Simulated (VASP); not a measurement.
Write the native input for VASP 6.6.1 that does the following.

```yaml
Task: single point
Functional: PBE
Potentials_or_basis: VASP PAW PBE potentials, release 64 (Pb_d, Au, Cl)
Cutoff: 520 eV
k_mesh: 6 × 6 × 4
Occupations: gaussian, width 0.1 eV
Spin: no spin polarisation
Dipole_correction: no
Further_INCAR_settings: ALGO = Normal; EDIFF = 1e-06; NBANDS = 31
```

The structure of PbAuCl3 lies in POSCAR:

```
PbAuCl3
1.0
    4.9854505200      0.0000000000      0.0000000000
   -2.4927252600      4.3175268000      0.0000000000
    0.0000000000      0.0000000000      6.1752583000
Pb Au Cl
1 1 3
Direct
    0.0000000000      0.0000000000      0.5000000000
    0.0000000000      0.0000000000      0.0000000000
    0.5000000000      0.0000000000      0.0000000000
    0.0000000000      0.5000000000      0.0000000000
    0.5000000000      0.5000000000      0.0000000000
```

The cell was generated, and may not be a known phase.

These files were run (other wordings do the same):

INCAR

```
ALGO     = Normal         # electronic algorithm
EDIFF    = 1E-6           # SCF threshold, eV
ENCUT    = 520            # plane-wave cutoff, eV
GGA      = PE             # functional
ISIF     = 2              # what is computed and relaxed
ISMEAR   = 0              # smearing method
LASPH    = T              # aspherical terms in the spheres
LCHARG   = F              # write CHGCAR
LREAL    = F              # projectors in reciprocal space
LWAVE    = F              # write WAVECAR
NBANDS   = 31             # bands
NELM     = 60             # most SCF steps
PREC     = Accurate       # precision mode
SIGMA    = 0.1            # smearing width, eV
```

KPOINTS

```
k-points
0
Gamma
  6 6 4
```

Potentials or basis: VASP PAW PBE potentials, release 64 (Pb_d, Au, Cl).

Launch:

```console
$ cat potpaw_PBE.64/Pb_d/POTCAR potpaw_PBE.64/Au/POTCAR potpaw_PBE.64/Cl/POTCAR > POTCAR
$ mpirun -np 1 vasp_std > vasp.out
```

It gave:

| Quantity | Value |
| --- | --- |
| Pressure | 16.3 GPa |
| Band gap on the k mesh | zero (bands 23 and 24 overlap by 1.15 eV) |

Caveat: the stress differs along the axes, from -2 to 25 GPa; spin-orbit coupling is left out, which moves the levels of the heavy elements.

Wall time 2.6 min on 1 thread of Intel Xeon 8259CL, with other jobs on the host, peak memory 0.31 GiB.
